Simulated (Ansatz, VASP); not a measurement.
## Two plane-wave programs on AlNi

```xyz
6
Lattice="0.0000 -2.8931 2.8931 -2.8931 2.8931 0.0000 -2.8931 -2.8931 -2.8931" Properties=species:S:1:pos:R:3 pbc="T T T"
Al   -1.4465   -1.4465    1.4465
Al   -4.3396   -1.4465   -1.4465
Al   -1.4465   -1.4465   -1.4465
Ni    0.0000    0.0000    0.0000
Ni   -2.8931   -2.8931    0.0000
Ni   -2.8931    0.0000    0.0000
```

Alike in both runs: functional PBE; k mesh 12 × 12 × 8; occupations gaussian, width 0.1 eV; no spin polarisation.

Ansatz relaxed the structure, and its values are those at the end. VASP's run is a single point on that final structure, the one shown.

|  | VASP | Ansatz |
| --- | --- | --- |
| version | VASP 6.6.1 | Ansatz 0.2.0 |
| potentials or method | VASP PAW PBE potentials, release 64 (Al, Ni), cutoff 520 eV | scalar-relativistic, plane waves, PAW |
| valence electrons in the cell | 39 | 63 |

```csv
,VASP,Ansatz,Ansatz less VASP
gap on the k mesh at the Fermi level (eV),none,none,-
pressure (GPa),0.0,0.0,-0.02
```

A gap of «none» marks a metal or a gap that the smearing closes. VASP's potentials hold 39 valence electrons a cell and Ansatz's 63, so a difference there can come from the potentials and not from the codes.
